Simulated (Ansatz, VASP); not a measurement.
## Be3TeSe2 in VASP and in Ansatz

```
Be Te Se
1.0
     6.20557    0.00000    0.00000
    -3.10279    5.37419    0.00000
     0.00000    0.00000    3.17995
Be Te Se
3 1 2
Direct
  0.50000 0.00000 0.50000
  0.50000 0.50000 0.50000
  0.00000 0.50000 0.50000
  0.00000 0.00000 0.00000
  0.33333 0.66667 0.00000
  0.66667 0.33333 0.00000
```

Change from the starting cell: species swapped into the CeB2Ru3 type (P6/mmm, No. 191).

Alike in both runs: functional PBE; k mesh 6 × 6 × 12; occupations gaussian, width 0.1 eV; no spin polarisation.

Ansatz relaxed the structure, and its values are those at the end. VASP's run is a single point on that final structure, the one shown.

|  | VASP | Ansatz |
| --- | --- | --- |
| version | VASP 6.6.1 | Ansatz 0.2.0 |
| potentials or method | VASP PAW PBE potentials, release 64 (Be, Te, Se), cutoff 520 eV | scalar-relativistic, plane waves, PAW |
| valence electrons in the cell | 24 | 54 |

Ansatz gave:

```
gap on the k mesh at the Fermi level (eV) : none
pressure (GPa)                            : 0.0
```

Problem. What did VASP give for the same quantities?

Solution. gap on the k mesh at the Fermi level (eV): none; pressure (GPa): 0.1.

A gap of «none» marks a metal or a gap that the smearing closes. VASP's potentials hold 24 valence electrons a cell and Ansatz's 54, so a difference there can come from the potentials and not from the codes.

Spin-orbit coupling is off throughout.
